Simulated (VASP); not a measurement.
**HC12 (a cell with a defect): single point with LDA**

System: HC12 (a cell with a defect).

```
CELL_PARAMETERS angstrom
1.76575 -3.53150 -1.76575
3.53150 -1.76575 1.76575
-1.76575 -3.53150 1.76575
ATOMIC_POSITIONS crystal
C 0.25000 0.00000 0.25000
C 0.08333 0.33333 0.75000
C 0.91667 0.66667 0.25000
C 0.75000 0.00000 0.75000
C 0.58333 0.33333 0.25000
C 0.41667 0.66667 0.75000
C 0.95833 0.33333 0.12500
C 0.79167 0.66667 0.62500
C 0.62500 0.00000 0.12500
C 0.45833 0.33333 0.62500
C 0.29167 0.66667 0.12500
C 0.12500 0.00000 0.62500
H 0.09722 0.38889 0.20833
```

| Property | Result |
| --- | --- |
| Program | VASP 6.6.1 |
| Task | single point |
| Functional | LDA |
| Potentials or basis | VASP PAW LDA potentials, release 64 (C, H) |
| Cutoff | 520 eV |
| k mesh | 6 × 6 × 6 |
| Occupations | gaussian, width 0.05 eV |
| Spin | no spin polarisation |

The largest force is 14.055 eV/Å.

Forces on the atoms (eV/Å):
```
C   -2.080 -0.814 -1.200
C    0.492  0.025 -0.295
C    4.295 -1.826  6.585
C    0.279  0.266 -0.274
C   -0.419 -1.024  0.592
C    0.204  0.356 -0.188
C   -4.327 13.294 -1.450
C   -0.532 -0.320  0.474
C    0.289  0.625 -0.984
C   -0.137 -0.245  0.116
C    1.320 -0.249 -0.457
C   -0.359 -0.219  0.404
H    0.974 -9.869 -3.323
```

Levels at points of the mesh, in eV from the Fermi level:
```
           k point  band 20  band 21  band 22  band 23  band 24  band 25  band 26  band 27  band 28  band 29
(0.00, 0.00, 0.00)    -3.64    -3.42    -0.55    -0.33    -0.27     4.09     4.98     5.14     5.83     6.27
(0.50, 0.00, 0.00)    -4.80    -4.63    -4.49    -2.79    -2.16     4.87     6.06     6.18     6.29     6.70
(0.50, 0.50, 0.00)    -4.80    -4.73    -4.43    -2.54    -2.19     4.37     5.84     6.30     6.52     6.67
(0.00, 0.50, 0.00)    -5.11    -3.27    -3.18    -1.76    -1.64     3.23     4.46     6.68     7.15     7.46
(0.00, 0.00, 0.50)    -5.41    -3.10    -2.82    -1.64    -1.62     5.26     5.99     6.58     7.02     7.17
(0.50, 0.00, 0.50)    -4.22    -4.01    -3.65    -3.18    -3.15     4.10     4.24     5.06     5.82     6.59
(0.50, 0.50, 0.50)    -4.10    -3.93    -3.67    -3.20    -3.14     3.67     4.38     5.18     5.56     6.98
(0.00, 0.50, 0.50)    -5.03    -4.80    -4.54    -4.09    -4.08     3.74     5.38     5.92     6.08     6.31
```

Run time: 2.6 min on 1 thread of Intel(R) Xeon(R) Platinum 8488C (Sapphire Rapids), with other jobs on the host, peak memory 0.27 GiB.

Caveat: the cell carries a net charge on a neutralising background, which shifts energy and pressure; the cell is charged against a uniform background, so pressure and absolute levels hang on convention.
